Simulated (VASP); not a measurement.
# AlNi (P-1) in VASP: relaxation of cell and atoms with PBEsol

Aim: the relaxation of cell and atoms of AlNi with PBEsol.

Program: VASP 6.6.1. These are calculated values, not measurements. Logs are shortened: lines on timing, memory, paths and dates and some standing lists are left out, and cuts for length are marked.

### Step 1. The cell of the first run

The typed cell holds 4 atoms: a = 2.859 Å, b = 4.050 Å, c = 4.050 Å, α = 90.22°, β = 90.00°, γ = 90.00°.

### Step 2. Relaxation of cell and atoms, PBEsol

INCAR

```
SYSTEM = AlNi
PREC     = Accurate       ! precision mode
ENCUT    = 600            ! plane-wave cutoff, eV
EDIFF    = 1E-7           ! SCF threshold, eV
ISMEAR   = 0              ! smearing method
SIGMA    = 0.15           ! smearing width, eV
LREAL    = .False.        ! projectors in reciprocal space
LASPH    = .True.         ! aspherical terms in the spheres
NELM     = 100            ! most SCF steps
ALGO     = Fast           ! electronic algorithm
ISIF     = 3              ! what is computed and relaxed
LWAVE    = .False.        ! write WAVECAR
LCHARG   = .False.        ! write CHGCAR
GGA      = PS             ! functional
IBRION   = 2              ! ionic algorithm
NSW      = 100            ! ionic steps
EDIFFG   = -0.01          ! ionic threshold
```

KPOINTS

```
regular mesh
0
Gamma
  12 8 8
  0 0 0
```

POSCAR

```
AlNi
1.0
   -2.0213280871      2.0213497883      0.0000000000
   -2.0213280871     -2.0213497883     -2.8694088109
   -2.0213280871     -2.0213497883      2.8694088109
Al Ni
2 2
Direct
    0.0017210330     -0.0059052007     -0.0555237694
   -0.0017210330      0.5059052007      0.5555237694
    0.4462619706      1.0022406817      0.4733537420
    0.5537380294      0.4977593183      0.0266462580
```

Potentials or basis: VASP PAW PBE potentials, release 64 (Al, Ni).

Launch:

```sh
$ cat potpaw_PBE.64/Al/POTCAR potpaw_PBE.64/Ni/POTCAR > POTCAR
$ mpirun -np 1 vasp_std > vasp.out
```

OUTCAR:

```text
SYSTEM = AlNi
   PREC = Accurate
   ENCUT = 600
   EDIFF = 1E-7
   ISMEAR = 0
   LREAL = .False.
   LASPH = .True.
   NELM = 100
   ISIF = 3
   GGA = PS
   IBRION = 2
   NSW = 100
   EDIFFG = -0.01

 ion  position               nearest neighbor table
   1  0.002  0.994  0.944-   3 2.29   4 2.41   4 2.43   3 2.48   3 2.49   2 2.52   4 2.58   4 2.60
                             2 2.61   3 2.67   2 3.17   2 3.22
   2  0.998  0.506  0.556-   4 2.29   3 2.41   3 2.43   4 2.48   4 2.49   1 2.52   3 2.58   3 2.60
                             1 2.61   4 2.67   1 3.17   1 3.22
   3  0.446  0.002  0.473-   1 2.29   2 2.41   2 2.43   1 2.48   1 2.49   2 2.58   2 2.60   1 2.67
                             4 2.72   4 2.74   4 3.02   4 3.05
   4  0.554  0.498  0.027-   2 2.29   1 2.41   1 2.43   2 2.48   2 2.49   1 2.58   1 2.60   2 2.67
                             3 2.72   3 2.74   3 3.02   3 3.05

  LATTYP: Found a base centered orthorhombic cell.
 ALAT       =     5.7172098798
 B/A-ratio  =     1.0037794208
 C/A-ratio  =     0.5000000000

  Lattice vectors:

 A1 = (  -2.0213280871,  -2.0213497883,  -2.8694088109)
 A2 = (  -2.0213280871,  -2.0213497883,   2.8694088109)
 A3 = (  -2.0213280871,   2.0213497883,   0.0000000000)

Analysis of symmetry for initial positions (statically):
=====================================================================
 Subroutine PRICEL returns:
 Original cell was already a primitive cell.

 Routine SETGRP: Setting up the symmetry group for a
 base centered orthorhombic supercell.

 Subroutine GETGRP returns: Found  2 space group operations
 (whereof  1 operations were pure point group operations)
 out of a pool of  8 trial point group operations.

The static configuration has the point symmetry C_1 .
 The point group associated with its full space group is S_2 .

Analysis of symmetry for dynamics (positions and initial velocities):
=====================================================================
 Subroutine PRICEL returns:
 Original cell was already a primitive cell.

 Routine SETGRP: Setting up the symmetry group for a
 base centered orthorhombic supercell.

 Subroutine GETGRP returns: Found  2 space group operations
 (whereof  1 operations were pure point group operations)
 out of a pool of  8 trial point group operations.

The dynamic configuration has the point symmetry C_1 .
 The point group associated with its full space group is S_2 .

 Subroutine INISYM returns: Found  2 space group operations
 (whereof  1 operations are pure point group operations),
 and found     1 'primitive' translations

----------------------------------------------------------------------------------------

                                     Primitive cell

  volume of cell :      46.8954

  direct lattice vectors                    reciprocal lattice vectors
    -2.021328087  2.021349788  0.000000000    -0.247362120  0.247359464  0.000000000
    -2.021328087 -2.021349788 -2.869408811    -0.123681060 -0.123679732 -0.174251922
    -2.021328087 -2.021349788  2.869408811    -0.123681060 -0.123679732  0.174251922

  length of vectors
     2.858604940  4.050324571  4.050324571     0.349820986  0.246895551  0.246895551

  position of ions in fractional coordinates (direct lattice)
     0.001721033  0.994094799  0.944476231
     0.998278967  0.505905201  0.555523769
     0.446261971  0.002240682  0.473353742
     0.553738029  0.497759318  0.026646258

  ion indices of the primitive-cell ions
   primitive index   ion index
                 1           1
                 2           2
                 3           3
                 4           4

----------------------------------------------------------------------------------------

 KPOINTS: regular mesh

Automatic generation of k-mesh.
 Grid dimensions read from file:
 generate k-points for:   12    8    8

 Generating k-lattice:

  Cartesian coordinates                     Fractional coordinates (reciprocal lattice)
    -0.020613510  0.020613289  0.000000000     0.083333333  0.000000000  0.000000000
    -0.015460132 -0.015459966 -0.021781490     0.000000000  0.125000000  0.000000000
    -0.015460132 -0.015459966  0.021781490     0.000000000  0.000000000  0.125000000

  Length of vectors
     0.029151749  0.030861944  0.030861944

  Shift w.r.t. Gamma in fractional coordinates (k-lattice)
     0.000000000  0.000000000  0.000000000

 Subroutine IBZKPT returns following result:
 ===========================================

 Found    388 irreducible k-points:

 Following reciprocal coordinates:
            Coordinates               Weight
  0.000000  0.000000  0.000000      1.000000
  0.083333  0.000000  0.000000      2.000000
  0.166667  0.000000  0.000000      2.000000
  0.250000  0.000000  0.000000      2.000000
  0.333333 -0.000000 -0.000000      2.000000
  0.416667  0.000000  0.000000      2.000000
[... 16 lines left out ...]
  0.166667  0.250000 -0.000000      2.000000
  0.166667 -0.250000 -0.000000      2.000000
 [... further k-points ...]
   k-points           NKPTS =    388   k-points in BZ     NKDIM =    388   number of bands    NBANDS=     17
   number of dos      NEDOS =    301   number of ions     NIONS =      4
   total plane-waves  NPLWV =  24576
   dimension x,y,z NGX =    24 NGY =   32 NGZ =   32
   dimension x,y,z NGXF=    48 NGYF=   64 NGZF=   64
   ions per type =               2   2
   NGX,Y,Z   is equivalent  to a cutoff of  13.96, 13.13, 13.13 a.u.
   NGXF,Y,Z  is equivalent  to a cutoff of  27.92, 26.27, 26.27 a.u.
 SYSTEM =  AlNi
   PREC   = accura    normal or accurate (medium, high low for compatibility)
   ISTART =      0    job   : 0-new  1-cont  2-samecut
   ICHARG =      2    charge: 1-file 2-atom 10-const
   ISPIN  =      1    spin polarized calculation?
   LNONCOLLINEAR =      F non collinear calculations
   LSORBIT =      F    spin-orbit coupling
   LASPH  =      T    aspherical Exc in radial PAW
   ENCUT  =  600.0 eV  44.10 Ry    6.64 a.u.   5.71  8.09  8.09*2*pi/ulx,y,z
   NELM   =    100;   NELMIN=  2; NELMDL= -5     # of ELM steps
   EDIFF  = 0.1E-06   stopping-criterion for ELM
   LREAL  =      F    real-space projection
   EDIFFG = -.1E-01   stopping-criterion for IOM
   NSW    =    100    number of steps for IOM
   IBRION =      2    ionic relax: 0-MD 1-quasi-New 2-CG
   NFREE  =      1    steps in history (QN), initial steepest desc. (CG)
   ISIF   =      3    stress and relaxation
   ISYM   =      2    0-nonsym 1-usesym 2-fastsym
   POTIM  = 0.5000    time-step for ionic-motion
   TEBEG  =    0.0;   TEEND  =   0.0 temperature during run
   PSTRESS=    0.0 pullay stress
   NELECT =      26.0000    total number of electrons
   NUPDOWN=      -1.0000    fix difference up-down
   EMIN   =  10.00;   EMAX   =-10.00  energy-range for DOS
   EFERMI =   0.00;   METHOD = LEGACY
   ISMEAR =     0;   SIGMA  =   0.15  broadening in eV -4-tet -1-fermi 0-gaus
   EFERMI_NEDOS =   21; number of points for ismear=-14 and -15
   IALGO  =     68    algorithm
   IMIX   =      4    mixing-type and parameters
     AMIX     =   0.40;   BMIX     =  1.00
     AMIX_MAG =   1.60;   BMIX_MAG =  1.00
  volume/ion in A,a.u.               =      11.72        79.12
  Fermi-wavevector in a.u.,A,eV,Ry     =   1.344897  2.541487 24.609512  1.808748
  Thomas-Fermi vector in A             =   2.472854
   LORBIT       =      0    0 simple, 1 ext, 2 COOP (PROOUT), +10 PAW based schemes
   GGA     = PS    functional components
   LHFCALC =     F    Hartree Fock is set to
   AEXX    =    0.0000 exact exchange contribution
   IVDW    =     0    specifies the selected vdW correction
   LEPSILON=     F    determine dielectric tensor
   LRPA    =     F    only Hartree local field effects (RPA)
 conjugate gradient relaxation of ions
 non-spin polarized calculation
 RMM-DIIS sequential band-by-band and
 Gauss-broadening in eV      SIGMA  =   0.15
  energy-cutoff  :      600.00
  volume of cell :       46.90
 maximum number of plane-waves:      1608
 NGX is ok and might be reduce to    24
   NGX = 11   NGY = 17   NGZ = 17

--------------------------------------- Ionic step        1  -------------------------------------------

 number of electron      26.0000000 magnetization

 Free energy of the ion-electron system (eV)
  ---------------------------------------------------
  ext. energy  EPLUGINS =         0.00000000
  ---------------------------------------------------
  free energy    TOTEN  =       -22.61432862 eV

  energy without entropy =      -22.59744444  energy(sigma->0) =      -22.60588653

------------------------ aborting loop because EDIFF is reached ----------------------------------------

  FORCE on cell =-STRESS in cart. coord.  units (eV):
  Direction    XX          YY          ZZ          XY          YZ          ZX
  --------------------------------------------------------------------------------------
  -------------------------------------------------------------------------------------
  Total        0.4988427      1.9028724      1.8554527      1.2081253     -0.8472455      0.3602417
  in kB       17.0428990     65.0114042     63.3913175     41.2754527    -28.9460382     12.3076143
  external PRESSURE =      48.4818736 kB  Pullay stress =       0.0000000 kB
[... 63 lines left out ...]
--------------------------------------- Ionic step        3  -------------------------------------------

 number of electron      26.0000000 magnetization

 E-fermi :   9.4633     XC(G=0): -12.0047

 val. band max:        9.4607400532   @ k =   0.0833  -0.3750  -0.0000
 cond. band min:       9.4642525219   @ k =   0.2500  -0.2500   0.5000
 fundamental gap:      0.0035124687
 Fermi energy:         9.4632988726

 k-point     1 :       0.0000    0.0000    0.0000
  band No.  band energies     occupation
      1      -1.4324      2.00000
      2       4.2468      2.00000
      3       6.1969      2.00000
      4       6.2872      2.00000
      5       6.3139      2.00000
      6       6.5531      2.00000
[... 502 lines left out ...]
  FREE ENERGIE OF THE ION-ELECTRON SYSTEM (eV)
  ---------------------------------------------------
  free  energy   TOTEN  =       -22.9635823046 eV

  energy  without entropy=      -22.9453792607  energy(sigma->0) =      -22.95448078

[... ionic steps 4 to 18 ...]

--------------------------------------- Ionic step       19  -------------------------------------------

 number of electron      26.0000004 magnetization

------------------------ aborting loop because EDIFF is reached ----------------------------------------
[... 71 lines left out ...]
--------------------------------------- Ionic step       21  -------------------------------------------

 number of electron      26.0000004 magnetization

 Free energy of the ion-electron system (eV)
  ---------------------------------------------------
  ext. energy  EPLUGINS =         0.00000000
  ---------------------------------------------------
  free energy    TOTEN  =       -23.18263414 eV

  energy without entropy =      -23.16381105  energy(sigma->0) =      -23.17322260

 E-fermi :  10.1636     XC(G=0): -12.2572

 val. band max:       10.1624557701   @ k =   0.5000   0.1250   0.2500
 cond. band min:      10.1768994800   @ k =   0.1667  -0.0000   0.2500
 fundamental gap:      0.0144437100
 Fermi energy:        10.1635877210

 k-point     1 :       0.0000    0.0000    0.0000
  band No.  band energies     occupation
      1      -1.1230      2.00000
      2       4.7417      2.00000
      3       6.6671      2.00000
      4       6.8191      2.00000
      5       6.8216      2.00000
      6       7.1926      2.00000
[... 502 lines left out ...]
  FREE ENERGIE OF THE ION-ELECTRON SYSTEM (eV)
  ---------------------------------------------------
  free  energy   TOTEN  =       -23.1826341421 eV

  energy  without entropy=      -23.1638110508  energy(sigma->0) =      -23.17322260

 reached required accuracy - stopping structural energy minimisation
```

Run time: 29 min. Hardware: 1 thread of Intel Xeon 6975P-C (Granite Rapids), shared host; peak memory 0.5 GiB.

Results:

```
Free energy                           : -23.1826 eV
Relaxed volume                        : 11.73 Å³/atom
Relaxed cell                          : a = 2.853 Å, b = 4.056 Å, c = 4.056 Å, α = 90.00°, β = 89.98°, γ = 90.00°
Space group after relaxing (to 0.1 Å) : Pm-3m (No. 221)
Energy gained by relaxing             : 142.1 meV/atom
Ionic steps                           : 21
Pressure after relaxing               : 0.0 GPa
Largest force after relaxing          : 0.007 eV/Å
Band gap on the k mesh                : zero (bands 13 and 14 overlap by 3.32 eV)
```

Forces on the atoms (eV/Å):
```
Al  -0.003  0.001  0.006
Al   0.003 -0.001 -0.006
Ni   0.004  0.004 -0.004
Ni  -0.004 -0.004  0.004
```

Step by step:
| step | energy change (eV) | largest force (eV/Å) | pressure (GPa) | volume (Å³) |
| --- | --- | --- | --- | --- |
| 1 | 0.0000 | 2.0724 | 4.85 | 46.90 |
| 2 | -0.3486 | 0.6624 | -6.52 | 49.32 |
| 3 | -0.3493 | 0.6582 | -6.77 | 49.43 |
| 4 | -0.4680 | 0.6608 | 2.56 | 46.51 |
| 5 | -0.4683 | 0.6568 | 2.10 | 46.64 |
| 6 | -0.5133 | 0.3682 | 0.73 | 46.86 |
| 7 | -0.5205 | 0.2860 | 0.21 | 46.99 |
| 8 | -0.5380 | 0.1902 | -0.47 | 47.16 |
| 9 | -0.5442 | 0.2579 | -1.24 | 47.35 |
| 10 | -0.5556 | 0.2183 | 0.65 | 46.84 |
| 11 | -0.5577 | 0.1991 | 1.26 | 46.62 |
| 12 | -0.5667 | 0.0598 | -0.31 | 47.02 |
| 13 | -0.5669 | 0.0583 | -0.53 | 47.08 |
| 14 | -0.5677 | 0.0445 | 0.22 | 46.88 |
| 15 | -0.5677 | 0.0452 | 0.19 | 46.88 |
| 16 | -0.5682 | 0.0214 | 0.07 | 46.92 |
| 17 | -0.5682 | 0.0180 | -0.01 | 46.94 |
| 18 | -0.5682 | 0.0179 | -0.05 | 46.93 |
| 19 | -0.5683 | 0.0102 | 0.07 | 46.91 |
| 20 | -0.5683 | 0.0098 | 0.11 | 46.89 |
| 21 | -0.5683 | 0.0068 | -0.04 | 46.94 |

Final structure:
```
CELL_PARAMETERS angstrom
-2.01728 2.01779 -0.00036
-2.02811 -2.02805 -2.86799
-2.02946 -2.02657 2.86778
ATOMIC_POSITIONS crystal
Al 0.99985 0.00008 0.00001
Al 0.00015 0.49992 0.49999
Ni 0.49999 0.99997 0.50021
Ni 0.50001 0.50003 0.99979
```

Caveat: the PAW data sets were made with another functional, which shifts forces and pressure a little.
